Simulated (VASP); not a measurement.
**HfTe5Mo: single point with PBE**

Crystal: HfTe5Mo.

```
Hf Te Mo
1.0
     5.92883    0.00000    0.00000
    -2.96441    5.13451    0.00000
     0.00000    0.00000    6.02411
Hf Te Mo
1 5 1
Direct
  0.00000 0.00000 0.00000
  0.33333 0.66667 0.00000
  0.66667 0.33333 0.00000
  0.50000 0.00000 0.50000
  0.00000 0.50000 0.50000
  0.50000 0.50000 0.50000
  0.00000 0.00000 0.50000
```

| Quantity | Value |
| --- | --- |
| Program | VASP 6.6.1 |
| Task | single point |
| Functional | PBE |
| Potentials or basis | VASP PAW PBE potentials, release 64 (Hf_pv, Te, Mo_sv) |
| Cutoff | 500 eV |
| k mesh | 3 × 3 × 3 |
| Occupations | gaussian, width 0.2 eV |
| Spin | no spin polarisation |
| Dipole correction | no |
| Further INCAR settings | ALGO = Normal; EDIFF = 1e-06; NBANDS = 36 |

- Pressure: -0.1 GPa
- Band gap on the k mesh: zero (band 27 reaches 8.14 eV, above the bottom of band 28 at 7.90 eV)

Stress tensor (GPa, compression positive):
```
 0.00  0.00  0.00
 0.00  0.00  0.00
 0.00  0.00 -0.42
```

Levels at points of the mesh, in eV from the Fermi level:
```csv
k point,band 25,band 26,band 27,band 28,band 29,band 30
"(0.00, 0.00, 0.00)",-0.87,-0.87,-0.23,-0.02,-0.02,1.35
```

Run time: 47 s on 1 thread of Intel(R) Xeon(R) 6975P-C (Granite Rapids), on a shared host, peak memory 0.33 GiB.

Caveat: the k points lie up to 0.41 Å⁻¹ apart; spin-orbit coupling is left out, which moves the levels of the heavy elements.
